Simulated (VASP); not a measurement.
Input of a VASP 6.6.1 run:

File INCAR:

```
  PREC = Accurate
  ENCUT = 520
  EDIFF = 1E-6
  ISMEAR = 0
  SIGMA = 0.05
  LREAL = False
  LASPH = True
  NELM = 150
  ALGO = Normal
  ISIF = 2
  LWAVE = False
  LCHARG = True
  MAGMOM = 0 0 0 0 0 0 0 0 0 0 0 0 0 0 0
  LORBIT = 11
  LSORBIT = True
  GGA_COMPAT = False
  LORBMOM = True
  LMAXMIX = 4
  GGA = RE
  LVHAR = True
  NBANDS = 55
```

Contents of KPOINTS:

```
Automatic mesh
0
Gamma
  6 6 6
```

POSCAR

```
BaZrO3
1.0
    4.2271748875      0.0000000000      0.0000000000
    0.0000000000      4.2271748875      0.0000000000
    0.0000000000      0.0000000000      4.2271748875
Ba Zr O
1 1 3
Direct
    0.0000000000      0.0000000000      0.0000000000
    0.5000000000      0.5000000000      0.5000000000
    0.0000000000      0.5000000000      0.5000000000
    0.5000000000      0.5000000000      0.0000000000
    0.5000000000      0.0000000000      0.5000000000
```

Potentials or basis: VASP PAW PBE potentials, release 64 (Ba_sv, Zr_sv, O).

Command:

```console
$ cat potpaw_PBE.64/Ba_sv/POTCAR potpaw_PBE.64/Zr_sv/POTCAR potpaw_PBE.64/O/POTCAR > POTCAR
$ mpirun -np 1 vasp_ncl > vasp.out
```

(1) Estimate the pressure.

(2) What does it give for the net moment?

Answers

(1) 3.4 GPa.

(2) 0.00 μB per cell.

Caveat: the cell stands under pressure; the PAW data sets were made with another functional, which shifts forces and pressure a little.
